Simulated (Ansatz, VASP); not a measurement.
**TaBe2: VASP beside Ansatz**

```
Ta Be
1.0
     0.00000    3.18940    3.18940
     3.18940    0.00000    3.18940
     3.18940    3.18940    0.00000
Ta Be
2 4
Direct
  0.75000 0.75000 0.75000
  0.50000 0.50000 0.50000
  0.12500 0.62500 0.12500
  0.12500 0.12500 0.62500
  0.62500 0.12500 0.12500
  0.12500 0.12500 0.12500
```

Alike in both runs: task single point; functional LDA; k mesh 6 × 6 × 6; no spin polarisation.

|  | VASP | Ansatz |
| --- | --- | --- |
| version | VASP 6.6.1 | Ansatz 0.2.0 |
| potentials or method | VASP PAW LDA potentials, release 64 (Ta_pv, Be), cutoff 520 eV | plane waves, PAW |
| occupations | methfessel-paxton of order 1, width 0.05 eV | cold, width 0.05 eV |
| valence electrons in the cell | 30 | 34 |

```tsv
	VASP	Ansatz	Ansatz less VASP
pressure (GPa)	4.1	3.3	-0.82
```

LDA's correlation is that of Perdew and Zunger in VASP and of Perdew and Wang (1992) in Ansatz. VASP's potentials hold 30 valence electrons a cell and Ansatz's 34, so a difference there can come from the potentials and not from the codes.

Neither program's run includes spin-orbit coupling.
